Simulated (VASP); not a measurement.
# LiH5 (P3m1) in VASP: relaxation of cell and atoms with PBE

Aim: the relaxation of cell and atoms of LiH5 with PBE.

All numbers are computed with VASP 6.6.1; they aren't measurements. Logs are shortened: lines on timing, memory, paths and dates and some standing lists are left out, and cuts for length are marked.

### 1 The cell of the first run

The structure is trigonal, space group P3m1 (No. 156). Conventional cell: a = 4.169 Å, b = 4.169 Å, c = 3.262 Å, α = 90.00°, β = 90.00°, γ = 120.00°. Li (site symmetry 3m) has 21 H at 2.44 to 3.17 Å and 2 Li at 3.26 Å within 3.3 Å. Within 2.6 Å of H (site symmetry 3m) lie 9 H at 1.78 to 2.54 Å and 3 Li at 2.44 Å. Within 2.0 Å of H (site symmetry m) lie 4 H at 1.39 to 1.97 Å. H (site symmetry 3m) has 3 H at 1.39 Å within 1.9 Å.

### 2 Relaxation of cell and atoms, PBE

File INCAR:

```
SYSTEM = LiH5
ALGO     = Normal         ! electronic algorithm
EDIFF    = 1E-6           ! SCF threshold, eV
EDIFFG   = -0.04          ! ionic threshold
ENCUT    = 600            ! plane-wave cutoff, eV
GGA      = PE             ! functional
IBRION   = 2              ! ionic algorithm
ISIF     = 3              ! what is computed and relaxed
ISMEAR   = 0              ! smearing method
LASPH    = .TRUE.         ! aspherical terms in the spheres
LCHARG   = .FALSE.        ! write CHGCAR
LREAL    = .FALSE.        ! projectors in reciprocal space
LWAVE    = .FALSE.        ! write WAVECAR
NELM     = 100            ! most SCF steps
NSW      = 90             ! ionic steps
PREC     = Accurate       ! precision mode
SIGMA    = 0.1            ! smearing width, eV
```

File KPOINTS:

```
k-points
0
G
  6 6 6
  0 0 0
```

File POSCAR:

```
LiH5
1.0
    4.1693849100      0.0000000000      0.0000000000
   -2.0846924600      3.6107932500      0.0000000000
    0.0000000000      0.0000000000      3.2617487900
Li H
1 5
Direct
    0.0000000000      0.0000000000      0.8990489100
    0.6666666700      0.3333333300      0.0189835300
    0.5090033400      0.0180066900      0.4381988300
    0.5090033400      0.4909966600      0.4381988300
    0.9819933100      0.4909966600      0.4381988300
    0.3333333300      0.6666666700      0.2673710800
```

Potentials or basis: VASP PAW PBE potentials, release 64 (Li_sv, H).

Launch:

```sh
cat potpaw_PBE.64/Li_sv/POTCAR potpaw_PBE.64/H/POTCAR > POTCAR
mpirun -np 1 vasp_std > vasp.out
```

OUTCAR:

```text
SYSTEM = LiH5
   EDIFF = 1E-6
   EDIFFG = -0.04
   ENCUT = 600
   GGA = PE
   IBRION = 2
   ISIF = 3
   ISMEAR = 0
   LASPH = .TRUE.
   LREAL = .FALSE.
   NELM = 100
   NSW = 90
   PREC = Accurate

 ion  position               nearest neighbor table
   1  0.000  0.000  0.899-
   2  0.667  0.333  0.019-
   3  0.509  0.018  0.438-
   4  0.509  0.491  0.438-
   5  0.982  0.491  0.438-
   6  0.333  0.667  0.267-

  LATTYP: Found a hexagonal cell.
 ALAT       =     4.1693849100
 C/A-ratio  =     0.7823093479

  Lattice vectors:

 A1 = (   4.1693849100,   0.0000000000,   0.0000000000)
 A2 = (  -2.0846924600,   3.6107932500,   0.0000000000)
 A3 = (   0.0000000000,   0.0000000000,   3.2617487900)

Analysis of symmetry for initial positions (statically):
=====================================================================
 Subroutine PRICEL returns:
 Original cell was already a primitive cell.

 Routine SETGRP: Setting up the symmetry group for a
 hexagonal supercell.

 Subroutine GETGRP returns: Found  6 space group operations
 (whereof  6 operations were pure point group operations)
 out of a pool of 24 trial point group operations.

The static configuration has the point symmetry C_3v.

Analysis of symmetry for dynamics (positions and initial velocities):
=====================================================================
 Subroutine PRICEL returns:
 Original cell was already a primitive cell.

 Routine SETGRP: Setting up the symmetry group for a
 hexagonal supercell.

 Subroutine GETGRP returns: Found  6 space group operations
 (whereof  6 operations were pure point group operations)
 out of a pool of 24 trial point group operations.

The dynamic configuration has the point symmetry C_3v.

 Subroutine INISYM returns: Found  6 space group operations
 (whereof  6 operations are pure point group operations),
 and found     1 'primitive' translations

----------------------------------------------------------------------------------------

                                     Primitive cell

  volume of cell :      49.1049

  direct lattice vectors                    reciprocal lattice vectors
     4.169384910  0.000000000  0.000000000     0.239843531  0.138473728  0.000000000
    -2.084692460  3.610793250  0.000000000     0.000000000  0.276947455  0.000000000
     0.000000000  0.000000000  3.261748790     0.000000000  0.000000000  0.306584003

  length of vectors
[... 112 lines left out ...]
  Fermi-wavevector in a.u.,A,eV,Ry     =   0.894121  1.689644 10.877218  0.799453
  Thomas-Fermi vector in A             =   2.016286
   LORBIT       =      0    0 simple, 1 ext, 2 COOP (PROOUT), +10 PAW based schemes
   GGA     = PE    functional components
   LHFCALC =     F    Hartree Fock is set to
   AEXX    =    0.0000 exact exchange contribution
   IVDW    =     0    specifies the selected vdW correction
   LEPSILON=     F    determine dielectric tensor
   LRPA    =     F    only Hartree local field effects (RPA)
 conjugate gradient relaxation of ions
 non-spin polarized calculation
 Gauss-broadening in eV      SIGMA  =   0.10
  energy-cutoff  :      600.00
  volume of cell :       49.10
 maximum number of plane-waves:      1675
 NGX is ok and might be reduce to    36
   NGX = 17   NGY = 17   NGZ = 13

--------------------------------------- Ionic step        1  -------------------------------------------

 number of electron       8.0000002 magnetization

 Free energy of the ion-electron system (eV)
  ---------------------------------------------------
  ext. energy  EPLUGINS =         0.00000000
  ---------------------------------------------------
  free energy    TOTEN  =       -13.62178586 eV

  energy without entropy =      -13.61103049  energy(sigma->0) =      -13.61640817

------------------------ aborting loop because EDIFF is reached ----------------------------------------

  FORCE on cell =-STRESS in cart. coord.  units (eV):
  Direction    XX          YY          ZZ          XY          YZ          ZX
  --------------------------------------------------------------------------------------
  -------------------------------------------------------------------------------------
  Total       -3.7014489     -3.7014489     -3.4101351      0.0000000      0.0000000      0.0000000
  in kB     -120.7694875   -120.7694875   -111.2646088      0.0000002      0.0000000      0.0000000
  external PRESSURE =    -117.6011946 kB  Pullay stress =       0.0000000 kB
[... 27 lines left out ...]
--------------------------------------- Ionic step        2  -------------------------------------------

 number of electron       7.9999998 magnetization

 E-fermi :  -0.3577     XC(G=0):  -8.0195

 val. band max:       -0.3689031590   @ k =   0.3333   0.1667   0.3333
 cond. band min:      -0.2745164146   @ k =   0.3333   0.3333   0.3333
 fundamental gap:      0.0943867444
 Fermi energy:        -0.3576586006

 k-point     1 :       0.0000    0.0000    0.0000
  band No.  band energies     occupation
      1     -46.7854      2.00000
      2      -9.6348      2.00000
      3      -1.0488      2.00000
      4       0.0759      0.00000
      5       0.0759      0.00000
      6       4.6687      0.00000
      7       5.4682      0.00000
      8       5.4682      0.00000
[... 326 lines left out ...]
  FREE ENERGIE OF THE ION-ELECTRON SYSTEM (eV)
  ---------------------------------------------------
  free  energy   TOTEN  =       -14.8533264625 eV

  energy  without entropy=      -14.8465185057  energy(sigma->0) =      -14.84992248

[... ionic steps 4 to 28 ...]

--------------------------------------- Ionic step       29  -------------------------------------------

 number of electron       8.0000000 magnetization

------------------------ aborting loop because EDIFF is reached ----------------------------------------
[... 75 lines left out ...]
--------------------------------------- Ionic step       31  -------------------------------------------

 number of electron       7.9999998 magnetization

 Free energy of the ion-electron system (eV)
  ---------------------------------------------------
  ext. energy  EPLUGINS =         0.00000000
  ---------------------------------------------------
  free energy    TOTEN  =       -15.06315819 eV

  energy without entropy =      -15.05941907  energy(sigma->0) =      -15.06128863

 E-fermi :   1.4890     XC(G=0):  -9.2243

 val. band max:        1.3229078230   @ k =   0.5000   0.0000   0.1667
 cond. band min:       1.4927919397   @ k =   0.3333   0.1667   0.5000
 fundamental gap:      0.1698841167
 Fermi energy:         1.4889872435

 k-point     1 :       0.0000    0.0000    0.0000
  band No.  band energies     occupation
      1     -44.5174      2.00000
      2     -10.5466      2.00000
      3       0.8839      2.00000
      4       2.6165      0.00000
      5       2.6165      0.00000
      6       8.2636      0.00000
      7       8.2636      0.00000
      8       8.3138      0.00000
[... 286 lines left out ...]
  FREE ENERGIE OF THE ION-ELECTRON SYSTEM (eV)
  ---------------------------------------------------
  free  energy   TOTEN  =       -15.0631581916 eV

  energy  without entropy=      -15.0594190684  energy(sigma->0) =      -15.06128863

 reached required accuracy - stopping structural energy minimisation
```

OSZICAR:

```text
N       E                     dE             d eps       ncg     rms          rms(c)
DAV:   1     0.521111520962E+01    0.52111E+01   -0.31205E+03   544   0.932E+02
DAV:   2    -0.126610768467E+02   -0.17872E+02   -0.17734E+02   784   0.959E+01
DAV:   3    -0.136844058679E+02   -0.10233E+01   -0.10212E+01   752   0.301E+01
DAV:   4    -0.137392727994E+02   -0.54867E-01   -0.54821E-01   816   0.453E+00
[... 215 lines left out ...]
       N       E                     dE             d eps       ncg     rms          rms(c)
DAV:   1    -0.150629347352E+02   -0.26977E-03   -0.80672E-01   544   0.966E+00    0.942E-02
DAV:   2    -0.150631755944E+02   -0.24086E-03   -0.28044E-03   760   0.607E-01    0.588E-02
DAV:   3    -0.150631579424E+02    0.17652E-04   -0.47342E-05   792   0.551E-02    0.350E-03
DAV:   4    -0.150631581916E+02   -0.24923E-06   -0.44428E-06   672   0.202E-02
  31 F= -.15063158E+02 E0= -.15061289E+02  d E =-.133013E-02
```

Wall time 6.3 min (1 thread of AMD EPYC 7R43 (Zen 3), shared host); peak memory 0.15 GiB.

What came out:

- Free energy: -15.0632 eV
- Relaxed volume: 5.12 Å³/atom
- Relaxed cell: a = 3.539 Å, b = 3.539 Å, c = 2.832 Å, α = 90.00°, β = 90.00°, γ = 120.00°
- Space group after relaxing (to 0.1 Å): P-6m2 (No. 187)
- Energy gained by relaxing: 240.2 meV/atom
- Ionic steps: 31
- Pressure after relaxing: 0.1 GPa
- Largest force after relaxing: 0.032 eV/Å
- Band gap on the k mesh: zero (bands 4 and 5 overlap by 3.49 eV)

Forces on the atoms (eV/Å):
```
Li   0.000  0.000 -0.032
H    0.000  0.000 -0.008
H    0.000  0.016  0.006
H    0.014 -0.008  0.006
H   -0.014 -0.008  0.006
H    0.000  0.000  0.021
```

The path:
```csv
step,energy change (eV),largest force (eV/Å),pressure (GPa),volume (Å³)
1,0.0000,1.8052,-11.76,49.10
2,-0.4874,1.5043,-10.54,44.96
3,-1.2315,0.4451,-3.27,35.30
4,-1.2732,0.5883,0.79,32.53
5,-1.3373,0.1354,-0.12,32.09
6,-1.3431,0.1731,-0.37,31.92
7,-1.3484,0.1644,-0.37,31.79
8,-1.3612,0.1218,-0.29,31.40
9,-1.3721,0.0477,0.11,30.60
10,-1.3745,0.0562,0.14,30.64
11,-1.3763,0.1990,0.34,30.73
12,-1.3767,0.1580,0.28,30.71
13,-1.3771,0.1616,0.27,30.72
14,-1.3783,0.1739,0.23,30.75
15,-1.3812,0.2014,0.16,30.80
16,-1.3872,0.2354,0.02,30.91
17,-1.3851,0.2470,-0.10,31.12
18,-1.3889,0.2388,-0.05,31.01
19,-1.3921,0.2296,-0.13,31.05
20,-1.3983,0.2669,-0.35,31.16
21,-1.4061,0.2678,-0.39,31.16
22,-1.4212,0.2417,-0.47,31.13
23,-1.4226,0.2270,-0.48,31.12
24,-1.4277,0.1965,-0.33,31.05
25,-1.4358,0.1090,0.14,30.84
26,-1.4363,0.0847,0.29,30.78
27,-1.4383,0.0636,0.09,30.83
28,-1.4400,0.0562,-0.27,30.91
29,-1.4400,0.0560,-0.30,30.92
30,-1.4409,0.0465,-0.15,30.84
31,-1.4414,0.0316,0.09,30.71
```

Final structure:
```
Li H
1.0
     3.53850    0.00000    0.00000
    -1.76925    3.06443    0.00000
     0.00000    0.00000    2.83204
Li H
1 5
Cartesian
  0.0000 0.0000 2.6261
  1.7693 1.0215 2.5914
  1.7693 0.1305 1.1760
  0.9976 1.4670 1.1760
  2.5409 1.4670 1.1760
  0.0000 2.0430 1.1667
```

Caveat: the cutoff is under 1.25 times the usual one of these potentials, so pressure, stress and relaxed cells hold a basis-set (Pulay) error; the volume moved by over 15 % at a fixed basis, so the end points are rough.

The gap in the log of VASP goes by the Fermi energy; the results here count the filled bands.